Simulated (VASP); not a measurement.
Input of a VASP 6.6.1 run:

The input INCAR:

```
PREC = Accurate
ENCUT = 520
EDIFF = 1E-6
ISMEAR = -1
SIGMA = 0.1
LREAL = F
LASPH = T
NELM = 150
ALGO = Normal
ISIF = 2
LWAVE = F
LCHARG = T
ISPIN = 2
MAGMOM = 4 0 0
LORBIT = 11
LMAXMIX = 4
LDAU = T
LDAUTYPE = 2
LDAUL = 2 -1
LDAUU = 3.5 0
LDAUJ = 0 0
LDAUPRINT = 1
GGA = PS
LELF = T
LVHAR = T
NBANDS = 24
```

The input KPOINTS:

```
Automatic mesh
0
Gamma
  12 12 12
```

File POSCAR:

```
MnO2
1.0
    1.3992749265      0.8078717561      4.4903556501
   -1.3992749265      0.8078717561      4.4903556501
    0.0000000000     -1.6157435121      4.4903556501
Mn O
1 2
Direct
    0.0000000000      0.0000000000      0.0000000000
    0.2643644900      0.2643644900      0.2643644900
    0.7356355100      0.7356355100      0.7356355100
```

Potentials or basis: VASP PAW PBE potentials, release 64 (Mn_pv, O).

Command:

```sh
$ cat potpaw_PBE.64/Mn_pv/POTCAR potpaw_PBE.64/O/POTCAR > POTCAR
$ mpirun -np 1 vasp_std > vasp.out
```

(1) Predict the band gap on the k mesh.

(2) Estimate the net moment.

(3) Predict the site moments.

(4) What does it give for the largest force?

Results:

(1) 2.15 eV, indirect (least direct gap 2.36 eV).

(2) 3.00 μB per cell.

(3) Mn +3.03; O -0.04 μB.

(4) 1.106 eV/Å.

Caveat: the PAW data sets were made with another functional, which shifts forces and pressure a little; a cell with one magnetic atom can't hold antiferromagnetic order, which such compounds often take.
